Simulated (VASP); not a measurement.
# InSb (F-43m) in VASP: a series of runs, part 2 of 2

VASP 6.6.1. Earlier steps stand in the parts before.

### Step 3. Single point, r2SCAN

The input, POSCAR:

```
InSb
1.0
    0.0000000000      3.2775773620      3.2775773620
    3.2775773620      0.0000000000      3.2775773620
    3.2775773620      3.2775773620      0.0000000000
In Sb
1 1
Direct
    0.0000000000      0.0000000000      0.0000000000
    0.7500000000      0.7500000000      0.7500000000
```

The input, INCAR.step1:

```
PREC = Accurate
ENCUT = 520
ISMEAR = 0
SIGMA = 0.1
LREAL = F
LASPH = T
NELM = 60
NBANDS = 16
GGA = PE
ALGO = Normal
EDIFF = 1E-4
LWAVE = T
LCHARG = F
```

The input, INCAR.step2:

```
PREC = Accurate
ENCUT = 520
EDIFF = 1E-6
ISMEAR = 0
SIGMA = 0.1
LREAL = F
LASPH = T
NELM = 60
ALGO = Normal
ISIF = 2
LWAVE = F
LCHARG = F
METAGGA = R2SCAN
LMIXTAU = T
NBANDS = 16
ISTART = 1
```

The input, KPOINTS:

```
regular mesh
0
Gamma
  12 12 12
```

Potentials or basis: VASP PAW PBE potentials, release 64 (In_d, Sb).

Run with:

```sh
$ cat potpaw_PBE.64/In_d/POTCAR potpaw_PBE.64/Sb/POTCAR > POTCAR
$ cp INCAR.step1 INCAR
$ mpirun -np 1 vasp_std > vasp.out
$ cp INCAR.step2 INCAR
$ mpirun -np 1 vasp_std > vasp.out
```

OUTCAR:

```text
PREC = Accurate
   ENCUT = 520
   EDIFF = 1E-6
   ISMEAR = 0
   LREAL = F
   LASPH = T
   NELM = 60
   ISIF = 2
   METAGGA = R2SCAN
   ISTART = 1

 ion  position               nearest neighbor table
   1  0.000  0.000  0.000-   2 2.84   2 2.84   2 2.84   2 2.84
   2  0.750  0.750  0.750-   1 2.84   1 2.84   1 2.84   1 2.84

  LATTYP: Found a face centered cubic cell.
 ALAT       =     6.5551547240

  Lattice vectors:

 A1 = (   0.0000000000,   3.2775773620,   3.2775773620)
 A2 = (   3.2775773620,   0.0000000000,   3.2775773620)
 A3 = (   3.2775773620,   3.2775773620,   0.0000000000)

Analysis of symmetry for initial positions (statically):
=====================================================================
 Subroutine PRICEL returns:
 Original cell was already a primitive cell.

 Routine SETGRP: Setting up the symmetry group for a
 face centered cubic supercell.

 Subroutine GETGRP returns: Found 24 space group operations
 (whereof 24 operations were pure point group operations)
 out of a pool of 48 trial point group operations.
[... 154 lines left out ...]

 Free energy of the ion-electron system (eV)
  ---------------------------------------------------
  ext. energy  EPLUGINS =         0.00000000
  ---------------------------------------------------
  free energy    TOTEN  =       -48.76867555 eV

  energy without entropy =      -48.76853562  energy(sigma->0) =      -48.76860559

 E-fermi :   4.6217     XC(G=0):  -9.0862

 val. band max:        4.5780576565   @ k =   0.0000   0.0000   0.0000
 cond. band min:       5.3209323137   @ k =   0.5000   0.0000   0.0000
 fundamental gap:      0.7428746572
 Fermi energy:         4.6217464567

 k-point     1 :       0.0000    0.0000    0.0000
  band No.  band energies     occupation
      1     -10.4689      2.00000
      2     -10.4689      2.00000
      3     -10.4689      2.00000
      4     -10.3773      2.00000
      5     -10.3773      2.00000
      6      -6.3419      2.00000
[... 433 lines left out ...]
      3     -10.4447      2.00000
      4     -10.3788      2.00000
      5     -10.3762      2.00000
      6      -4.8280      2.00000
[... 8 lines left out ...]
     15      13.2159      0.00000
     16      13.5872      0.00000

 [... further k-points ...]
[... 5 lines left out ...]
  --------------------------------------------------------------------------------------
  -------------------------------------------------------------------------------------
  Total        0.0019829      0.0019829      0.0019829      0.0000000      0.0000000      0.0000000
  in kB        0.0451148      0.0451148      0.0451148      0.0000000      0.0000000      0.0000000
  external PRESSURE =       0.0451148 kB  Pullay stress =       0.0000000 kB

 VOLUME and BASIS-vectors are now :
 -----------------------------------------------------------------------------
  energy-cutoff  :      520.00
  volume of cell :       70.42
      direct lattice vectors                 reciprocal lattice vectors
     0.000000000  3.277577362  3.277577362    -0.152551700  0.152551700  0.152551700
     3.277577362  0.000000000  3.277577362     0.152551700 -0.152551700  0.152551700
     3.277577362  3.277577362  0.000000000     0.152551700  0.152551700 -0.152551700

 POSITION                                       TOTAL-FORCE (eV/Angst)
 -----------------------------------------------------------------------------------
      0.00000      0.00000      0.00000         0.000000      0.000000      0.000000
      4.91637      4.91637      4.91637        -0.000000     -0.000000     -0.000000
 -----------------------------------------------------------------------------------
    total drift:                                0.000001      0.000001      0.000001

  FREE ENERGIE OF THE ION-ELECTRON SYSTEM (eV)
  ---------------------------------------------------
  free  energy   TOTEN  =       -48.7686755502 eV

  energy  without entropy=      -48.7685356210  energy(sigma->0) =      -48.76860559
```

OUTCAR.step1:

```text
PREC = Accurate
   ENCUT = 520
   ISMEAR = 0
   LREAL = F
   LASPH = T
[... 676 lines left out ...]
 -----------------------------------------------------------------------------------
      0.00000      0.00000      0.00000        -0.000000     -0.000000     -0.000000
      4.91637      4.91637      4.91637         0.000000      0.000000      0.000000
 -----------------------------------------------------------------------------------
    total drift:                                0.000000      0.000000      0.000000

  FREE ENERGIE OF THE ION-ELECTRON SYSTEM (eV)
  ---------------------------------------------------
  free  energy   TOTEN  =        -6.9416272421 eV

  energy  without entropy=       -6.9414772433  energy(sigma->0) =       -6.94155224
```

OSZICAR.step1:

```text
N       E                     dE             d eps       ncg     rms          rms(c)
DAV:   1     0.113827638357E+03    0.11383E+03   -0.78877E+03  2312   0.110E+03
DAV:   2     0.301818937622E+00   -0.11353E+03   -0.10995E+03  2560   0.281E+02
DAV:   3    -0.683277120929E+01   -0.71346E+01   -0.70743E+01  2992   0.722E+01
DAV:   4    -0.703461117488E+01   -0.20184E+00   -0.20181E+00  2944   0.140E+01
DAV:   5    -0.704480938262E+01   -0.10198E-01   -0.10198E-01  3480   0.257E+00    0.394E+00
DAV:   6    -0.695171408748E+01    0.93095E-01   -0.15109E-01  3400   0.577E+00    0.229E+00
DAV:   7    -0.693985284655E+01    0.11861E-01   -0.64619E-02  3104   0.232E+00    0.605E-01
DAV:   8    -0.694093615988E+01   -0.10833E-02   -0.73461E-03  3056   0.965E-01    0.233E-01
DAV:   9    -0.694157272558E+01   -0.63657E-03   -0.89487E-04  2800   0.254E-01    0.727E-02
DAV:  10    -0.694162724208E+01   -0.54517E-04   -0.41742E-05  2488   0.476E-02
   1 F= -.69416272E+01 E0= -.69415522E+01  d E =-.149999E-03
```

It took 1.7 min on 1 thread of Intel Xeon 6975P-C (Granite Rapids), shared host; peak memory 0.27 GiB.

Results:

```
Free energy : -48.7687 eV
Pressure    : 0.0 GPa
```

Caveat: the PAW data sets were made with another functional, which shifts forces and pressure a little; spin-orbit coupling is left out, which moves the levels of the heavy elements.

### Step 4. Relaxation of cell and atoms, r2SCAN

POSCAR is that of step 3.

The input, INCAR.step1:

```
  PREC = Accurate
  ENCUT = 600
  ISMEAR = 0
  SIGMA = 0.1
  LREAL = False
  LASPH = True
  NELM = 60
  GGA = PE
  ALGO = Normal
  EDIFF = 1E-4
  LWAVE = True
  LCHARG = False
```

The input, INCAR.step2:

```
  PREC = Accurate
  ENCUT = 600
  EDIFF = 1E-6
  ISMEAR = 0
  SIGMA = 0.1
  LREAL = False
  LASPH = True
  NELM = 60
  ALGO = Normal
  ISIF = 3
  LWAVE = False
  LCHARG = False
  METAGGA = R2SCAN
  LMIXTAU = True
  IBRION = 2
  NSW = 100
  EDIFFG = -0.005
  ISTART = 1
```

The input, KPOINTS:

```
Automatic mesh
0
Gamma
  12 12 12
```

Potentials or basis: VASP PAW PBE potentials, release 64 (In_d, Sb).

Run with:

```sh
$ cat potpaw_PBE.64/In_d/POTCAR potpaw_PBE.64/Sb/POTCAR > POTCAR
$ cp INCAR.step1 INCAR
$ mpirun -np 1 vasp_std > vasp.out
$ cp INCAR.step2 INCAR
$ mpirun -np 1 vasp_std > vasp.out
```

OUTCAR:

```text
PREC = Accurate
   ENCUT = 600
   EDIFF = 1E-6
   ISMEAR = 0
   LREAL = False
   LASPH = True
   NELM = 60
   ISIF = 3
   METAGGA = R2SCAN
   IBRION = 2
   NSW = 100
   EDIFFG = -0.005
   ISTART = 1

 ion  position               nearest neighbor table
   1  0.000  0.000  0.000-   2 2.84   2 2.84   2 2.84   2 2.84
   2  0.750  0.750  0.750-   1 2.84   1 2.84   1 2.84   1 2.84

  LATTYP: Found a face centered cubic cell.
 ALAT       =     6.5551547240

  Lattice vectors:

 A1 = (   0.0000000000,   3.2775773620,   3.2775773620)
 A2 = (   3.2775773620,   0.0000000000,   3.2775773620)
 A3 = (   3.2775773620,   3.2775773620,   0.0000000000)

Analysis of symmetry for initial positions (statically):
=====================================================================
 Subroutine PRICEL returns:
 Original cell was already a primitive cell.

 Routine SETGRP: Setting up the symmetry group for a
 face centered cubic supercell.

 Subroutine GETGRP returns: Found 24 space group operations
 (whereof 24 operations were pure point group operations)
 out of a pool of 48 trial point group operations.
[... 224 lines left out ...]
      5     -10.3875      2.00000
      6      -6.3461      2.00000
      7       4.5426      1.65790
      8       4.5426      1.65790
      9       4.5426      1.65788
     10       4.5603      1.51605
     11       7.7647      0.00000
     12       7.7647      0.00000
     13       7.7647      0.00000
[... 354 lines left out ...]
  band No.  band energies     occupation
      1     -10.5284      2.00000
      2     -10.4559      2.00000
      3     -10.4547      2.00000
      4     -10.3890      2.00000
      5     -10.3864      2.00000
      6      -4.8352      2.00000
      7      -0.9942      2.00000
      8       2.2314      2.00000
      9       3.2861      2.00000
     10       6.4872      0.00000
     11       8.5346      0.00000
     12       9.3360      0.00000
     13      11.2407      0.00000

 [... further k-points ...]

------------------------ aborting loop because EDIFF is reached ----------------------------------------

  FORCE on cell =-STRESS in cart. coord.  units (eV):
  Direction    XX          YY          ZZ          XY          YZ          ZX
  --------------------------------------------------------------------------------------
  -------------------------------------------------------------------------------------
  Total       -0.0016313     -0.0016313     -0.0016313      0.0000000      0.0000000      0.0000000
  in kB       -0.0370756     -0.0370756     -0.0370756      0.0000000      0.0000000      0.0000000
  external PRESSURE =      -0.0370756 kB  Pullay stress =       0.0000000 kB

 VOLUME and BASIS-vectors are now :
 -----------------------------------------------------------------------------
  energy-cutoff  :      600.00
  volume of cell :       70.50
      direct lattice vectors                 reciprocal lattice vectors
     0.000000000  3.278773073  3.278773073    -0.152496068  0.152496068  0.152496068
     3.278773073  0.000000000  3.278773073     0.152496068 -0.152496068  0.152496068
     3.278773073  3.278773073 -0.000000000     0.152496068  0.152496068 -0.152496068

 POSITION                                       TOTAL-FORCE (eV/Angst)
 -----------------------------------------------------------------------------------
      6.55755      3.27877      3.27877        -0.000000     -0.000000     -0.000000
      4.91816      4.91816      4.91816         0.000000      0.000000      0.000000
 -----------------------------------------------------------------------------------
    total drift:                                0.000001      0.000001      0.000001

  FREE ENERGIE OF THE ION-ELECTRON SYSTEM (eV)
  ---------------------------------------------------
  free  energy   TOTEN  =       -48.7696115268 eV

  energy  without entropy=      -48.7694694455  energy(sigma->0) =      -48.76954049

 reached required accuracy - stopping structural energy minimisation
```

It took 4.6 min on 1 thread of Intel Xeon 6975P-C (Granite Rapids), shared host; peak memory 0.32 GiB.

Results:

```yaml
Free_energy: -48.7696 eV
Relaxed_volume: 35.25 Å³/atom
Relaxed_cell: a = 4.637 Å, b = 4.637 Å, c = 4.637 Å, α = 60.00°, β = 60.00°, γ = 60.00°
Space_group_after_relaxing_to_0.05_Å: F-43m (No. 216)
Energy_gained_by_relaxing: 0.0 meV/atom
Ionic_steps: 2
Pressure_after_relaxing: 0.0 GPa
```

Final structure:
```xyz
2
Lattice="0.0000 3.2788 3.2788 3.2788 0.0000 3.2788 3.2788 3.2788 0.0000" Properties=species:S:1:pos:R:3 pbc="T T T"
In    6.5575    3.2788    3.2788
Sb    4.9182    4.9182    4.9182
```

Caveat: the PAW data sets were made with another functional, which shifts forces and pressure a little; spin-orbit coupling is left out, which moves the levels of the heavy elements.

### Step 5. Single point, r2SCAN

This run uses another cell than the first one, of the same volume but with other edges.

The input, POSCAR:

```
InSb
1.0
    4.6351943571      0.0000000000      0.0000000000
    0.0000000000      6.5551547240      0.0000000000
    2.3175971785     -3.2775773620      2.3175971785
In Sb
1 1
Direct
    0.0000000000      0.0000000000      0.0000000000
    0.5000000000      0.7500000000      0.0000000000
```

The input, INCAR.step1:

```
ALGO     = Normal         # electronic algorithm
EDIFF    = 1E-4           # SCF threshold, eV
ENCUT    = 520            # plane-wave cutoff, eV
GGA      = PE             # functional
ISMEAR   = 0              # smearing method
ISYM     = 0            
LASPH    = T              # aspherical terms in the spheres
LCHARG   = F              # write CHGCAR
LREAL    = F              # projectors in reciprocal space
LWAVE    = T              # write WAVECAR
NBANDS   = 16             # bands
NELM     = 100            # most SCF steps
PREC     = Accurate       # precision mode
SIGMA    = 0.1            # smearing width, eV
```

The input, INCAR.step2:

```
ALGO     = Normal         # electronic algorithm
EDIFF    = 1E-6           # SCF threshold, eV
ENCUT    = 520            # plane-wave cutoff, eV
ISIF     = 2              # what is computed and relaxed
ISMEAR   = 0              # smearing method
ISTART   = 1            
ISYM     = 0            
LASPH    = T              # aspherical terms in the spheres
LCHARG   = F              # write CHGCAR
LMIXTAU  = T            
LREAL    = F              # projectors in reciprocal space
LWAVE    = F              # write WAVECAR
METAGGA  = R2SCAN         # meta-GGA
NBANDS   = 16             # bands
NELM     = 100            # most SCF steps
PREC     = Accurate       # precision mode
SIGMA    = 0.1            # smearing width, eV
```

The input, KPOINTS:

```
k-points
0
Gamma
  8 6 15
```

Run with:

```sh
$ cat potpaw_PBE.64/In_d/POTCAR potpaw_PBE.64/Sb/POTCAR > POTCAR
$ cp INCAR.step1 INCAR
$ mpirun -np 1 vasp_std > vasp.out
$ cp INCAR.step2 INCAR
$ mpirun -np 1 vasp_std > vasp.out
```

Run time: 12 min. Hardware: 1 thread of Intel Xeon 6975P-C (Granite Rapids), shared host; peak memory 0.59 GiB.

It converged, with:

```yaml
Free_energy: -48.7678 eV
Pressure: 0.0 GPa
```

Levels at points of the mesh, in eV from the Fermi level:
```
           k point  band 7  band 8  band 9  band 10  band 11  band 12
(0.00, 0.00, 0.00)   -0.06   -0.06   -0.06    -0.04     3.16     3.16
(0.50, 0.00, 0.00)   -5.98   -2.30   -2.30     1.50     1.57     8.46
(0.00, 0.50, 0.00)   -5.67   -1.06   -1.06     0.70     4.03     4.03
(0.50, 0.50, 0.00)   -5.67   -1.06   -1.06     0.70     4.03     4.03
```

Caveat: the PAW data sets were made with another functional, which shifts forces and pressure a little; spin-orbit coupling is left out, which moves the levels of the heavy elements.

### Step 6. Relaxation of cell and atoms, r2SCAN

This run uses another cell than the first one, of 33.98 Å³/atom, 0.965 times its volume.

The input, POSCAR:

```
InSb
1.0
    0.0000000000      3.2391000000      3.2391000000
    3.2391000000      0.0000000000      3.2391000000
    3.2391000000      3.2391000000      0.0000000000
In Sb
1 1
Direct
    0.0000000000      0.0000000000      0.0000000000
    0.2500000000      0.2500000000      0.2500000000
```

The input, INCAR.step1:

```
SYSTEM = InSb
  PREC = Accurate
  ENCUT = 600
  ISMEAR = 0
  SIGMA = 0.01
  LREAL = .FALSE.
  LASPH = .TRUE.
  NELM = 100
  GGA = PE
  ALGO = Normal
  EDIFF = 1E-4
  LWAVE = .TRUE.
  LCHARG = .FALSE.
```

The input, INCAR.step2:

```
SYSTEM = InSb
  PREC = Accurate
  ENCUT = 600
  EDIFF = 1E-6
  ISMEAR = 0
  SIGMA = 0.01
  LREAL = .FALSE.
  LASPH = .TRUE.
  NELM = 100
  ALGO = Normal
  ISIF = 3
  LWAVE = .FALSE.
  LCHARG = .FALSE.
  METAGGA = R2SCAN
  LMIXTAU = .TRUE.
  IBRION = 2
  NSW = 100
  EDIFFG = -0.005
  ISTART = 1
```

The input, KPOINTS:

```
regular mesh
0
G
  10 10 10
  0 0 0
```

Potentials or basis: VASP PAW PBE potentials, release 64 (In_d, Sb).

Run with:

```sh
$ cat potpaw_PBE.64/In_d/POTCAR potpaw_PBE.64/Sb/POTCAR > POTCAR
$ cp INCAR.step1 INCAR
$ mpirun -np 1 vasp_std > vasp.out
$ cp INCAR.step2 INCAR
$ mpirun -np 1 vasp_std > vasp.out
```

Wall time 7.2 min (1 thread of Intel Xeon Platinum 8559C (Emerald Rapids), shared host); peak memory 0.3 GiB.

Results (log left out):

* Free energy: -48.7683 eV
* Relaxed volume: 35.23 Å³/atom
* Relaxed cell: a = 4.636 Å, b = 4.636 Å, c = 4.636 Å, α = 60.00°, β = 60.00°, γ = 60.00°
* Space group after relaxing (to 0.05 Å): F-43m (No. 216)
* Energy gained by relaxing: 6.4 meV/atom
* Ionic steps: 3
* Pressure after relaxing: 0.0 GPa
* Band gap on the k mesh: 0.02 eV, direct

Step by step:
| step | energy change (eV) | largest force (eV/Å) | pressure (GPa) | volume (Å³) |
| --- | --- | --- | --- | --- |
| 1 | 0.0000 | 0.0000 | 1.71 | 67.97 |
| 2 | -0.0105 | 0.0000 | -0.65 | 71.60 |
| 3 | -0.0128 | 0.0000 | 0.00 | 70.47 |

Final structure:
```yaml
crystal:
  lattice:
    - [0.00000, 3.27830, 3.27830]
    - [3.27830, 0.00000, 3.27830]
    - [3.27830, 3.27830, 0.00000]
  atoms:
    - { symbol: In, position: [0.00000, 0.00000, 0.00000] }
    - { symbol: Sb, position: [0.25000, 0.25000, 0.25000] }
```

Levels at points of the mesh, in eV from the valence-band top:
| k point | band 7 | band 8 | band 9 | band 10 | band 11 | band 12 |
| --- | --- | --- | --- | --- | --- | --- |
| (0.00, 0.00, 0.00) | 0.00 | 0.00 | 0.00 | 0.02 | 3.22 | 3.22 |
| (0.50, 0.00, 0.00) | -5.60 | -0.99 | -0.99 | 0.77 | 4.09 | 4.09 |
| (0.50, 0.50, 0.00) | -5.91 | -2.24 | -2.24 | 1.57 | 1.63 | 8.52 |

Caveat: the PAW data sets were made with another functional, which shifts forces and pressure a little; spin-orbit coupling is left out, which moves the levels of the heavy elements.

### Step 7. Overview

| task | cell | k mesh | cutoff (eV) | smearing | gap on the mesh (eV) | pressure (GPa) | relaxed volume (Å³/atom) |
| --- | --- | --- | --- | --- | --- | --- | --- |
| single point | a = 4.635 Å, angles 60.0°, 2 atoms | 10 × 10 × 10 | 520 | gaussian 0.01 eV | 0.02 | 0.0 | - |
| single point | a = 4.635 Å, angles 60.0°, 2 atoms | 12 × 12 × 12 | 520 | gaussian 0.1 eV | - | 0.0 | - |
| relaxation of cell and atoms | relaxed from a = 4.635 Å, angles 60.0°, 2 atoms | 12 × 12 × 12 | 600 | gaussian 0.1 eV | - | 0.0 | 35.25 |
| single point | a = 4.635, b = 6.555 Å, angles 135.0, 60.0, 90.0°, 2 atoms | 8 × 6 × 15 | 520 | gaussian 0.1 eV | - | 0.0 | - |
| relaxation of cell and atoms | relaxed from a = 4.581 Å, angles 60.0°, 2 atoms | 10 × 10 × 10 | 600 | gaussian 0.01 eV | 0.02 | 0.0 | 35.23 |

Alike in all rows: level r2SCAN; potentials or basis VASP PAW PBE potentials, release 64 (In_d, Sb); no spin polarisation.

Caveats: the PAW data sets were made with another functional, which shifts forces and pressure a little; spin-orbit coupling is left out, which moves the levels of the heavy elements.

Absolute energies hang on the potentials; compare differences alone.

### Step 8. Comparison with measurements

Step 2. A measured gap of InSb is 0.24 eV (quoted in “Electronic Structure and Epitaxy of CdTe Shells on InSb Nanowires”, 2021, arxiv:2111.05126); the calculated 0.02 eV misses it by -0.22 eV. Spin-orbit coupling on In, Sb is left out. The value is that of r2SCAN, without temperature or zero-point motion.
